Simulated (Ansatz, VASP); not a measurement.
**Be2Cd2O: VASP beside Ansatz**

```
Be Cd O
1.0
     3.69389    0.00000    0.00000
    -1.84695    3.19901    0.00000
     0.00000    0.00000    6.25346
Be Cd O
2 2 1
Direct
  0.33333 0.66667 0.63180
  0.66667 0.33333 0.36820
  0.33333 0.66667 0.26060
  0.66667 0.33333 0.73940
  0.00000 0.00000 0.00000
```

Change from the starting cell: species swapped into the CaZn2P2 type (P-3m1, No. 164).

Alike in both runs: task relaxation of cell and atoms; functional PBE; k mesh 6 × 6 × 4; occupations gaussian, width 0.1 eV; no spin polarisation.

|  | VASP | Ansatz |
| --- | --- | --- |
| version | VASP 6.6.1 | Ansatz 0.2.0 |
| potentials or method | VASP PAW PBE potentials, release 64 (Be, Cd, O), cutoff 600 eV | scalar-relativistic, plane waves, PAW |
| valence electrons in the cell | 34 | 50 |

```csv
,VASP,Ansatz,Ansatz less VASP
"gap on the k mesh at the Fermi level, each at its own relaxed structure (eV)",none,none,-
relaxed volume (Å³/atom),14.35,14.34,-0.004
relaxed cell length with the largest relative difference (Å),7.088,7.080,-0.0076
```

A gap of «none» marks a metal or a gap that the smearing closes. VASP's potentials hold 34 valence electrons a cell and Ansatz's 50, so a difference there can come from the potentials and not from the codes.
